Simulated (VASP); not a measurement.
Set up this calculation in VASP 6.6.1, as the native input.

```
Task                   : relaxation of cell and atoms
Functional             : PBE
Potentials or basis    : VASP PAW PBE potentials, release 64 (Mg, S)
Cutoff                 : 600 eV
k mesh                 : 16 × 16 × 16
Occupations            : gaussian, width 0.1 eV
Spin                   : no spin polarisation
Dipole correction      : no
Further INCAR settings : ALGO = Normal; EDIFF = 1e-06; IBRION = 2; EDIFFG = -0.01; NSW = 100; ISIF = 3
```

The structure of MgS lies in POSCAR:

```
MgS
1.0
    3.2757611872      0.0000000000      0.0000000000
    0.0000000000      3.2757611872      0.0000000000
    0.0000000000      0.0000000000      3.2757611872
Mg S
1 1
Direct
    0.5000000000      0.5000000000      0.5000000000
    0.0000000000      0.0000000000      0.0000000000
```

The input as run:

INCAR

```
ALGO     = Normal         # electronic algorithm
EDIFF    = 1E-6           # SCF threshold, eV
EDIFFG   = -0.01          # ionic threshold
ENCUT    = 600            # plane-wave cutoff, eV
GGA      = PE             # functional
IBRION   = 2              # ionic algorithm
ISIF     = 3              # what is computed and relaxed
ISMEAR   = 0              # smearing method
LASPH    = True           # aspherical terms in the spheres
LCHARG   = False          # write CHGCAR
LREAL    = False          # projectors in reciprocal space
LWAVE    = False          # write WAVECAR
NELM     = 80             # most SCF steps
NSW      = 100            # ionic steps
PREC     = Accurate       # precision mode
SIGMA    = 0.1            # smearing width, eV
```

KPOINTS

```
k-points
0
Gamma
  16 16 16
```

Potentials or basis: VASP PAW PBE potentials, release 64 (Mg, S).

Run with:

```sh
$ cat potpaw_PBE.64/Mg/POTCAR potpaw_PBE.64/S/POTCAR > POTCAR
$ mpirun -np 1 vasp_std > vasp.out
```

It gave:

```json
{
  "Relaxed volume": "17.49 Å³/atom",
  "Relaxed cell": "a = 3.271 Å, b = 3.271 Å, c = 3.271 Å, α = 90.00°, β = 90.00°, γ = 90.00°",
  "Space group after relaxing (to 0.05 Å)": "Pm-3m (No. 221)",
  "Energy gained by relaxing": "0.1 meV/atom",
  "Ionic steps": "2",
  "Pressure after relaxing": "0.0 GPa",
  "Band gap on the k mesh": "zero (band 4 reaches 5.40 eV, above the bottom of band 5 at 5.16 eV)"
}
```

It took 50 s on 1 thread of Intel Xeon 6975P-C, on a shared host, peak memory 0.21 GiB.
